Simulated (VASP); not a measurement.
Runs of VASP 6.6.1 on Sb2As2C. The structure is that of space group Immm (No. 71), or close to it. The cells are those of the table. 

```csv
task,cell,k mesh,cutoff (eV),gap on the mesh (eV),pressure (GPa),relaxed volume (Å³/atom),largest force (eV/Å)
single point,"a = 5.723 Å, angles 115.7, 109.5, 103.5°, 5 atoms",4 × 4 × 4,520,none,20.0,-,20.08
relaxation of cell and atoms,"relaxed from a = 5.915 Å, angles 143.7, 108.2, 83.2°, 5 atoms",6 × 6 × 6,600,none,0.0,22.89,0.01
relaxation of cell and atoms,"relaxed from a = 5.723 Å, angles 115.7, 109.5, 103.5°, 5 atoms",4 × 4 × 4,600,none,0.1,(a),0.02
single point,"a = 5.901 Å, angles 142.5, 109.6, 82.6°, 5 atoms",6 × 6 × 6,520,none,0.1,-,0.12
single point,"a = 5.915 Å, angles 143.7, 83.2, 108.2°, 5 atoms",4 × 4 × 4,520,none,0.1,-,0.12
```

Alike in all rows: level PBE; potentials or basis VASP PAW PBE potentials, release 64 (Sb, As, C); no spin polarisation; smearing gaussian 0.1 eV.

Problem. Fill in the values left out.

Solution. (a) 22.54.

Caveats: some runs use coarse meshes; spin-orbit coupling is left out, which moves the levels of the heavy elements; forces of over 1 eV/Å act on the atoms, so gaps and moduli don't describe the material at rest (some runs); the volume moved by over 15 % at a fixed basis, so the end points are rough (some runs).

A k mesh can miss the band edges, and the runs leave out spin-orbit coupling on As, Sb.

A gap of «none» marks levels without a gap at the run's occupations.
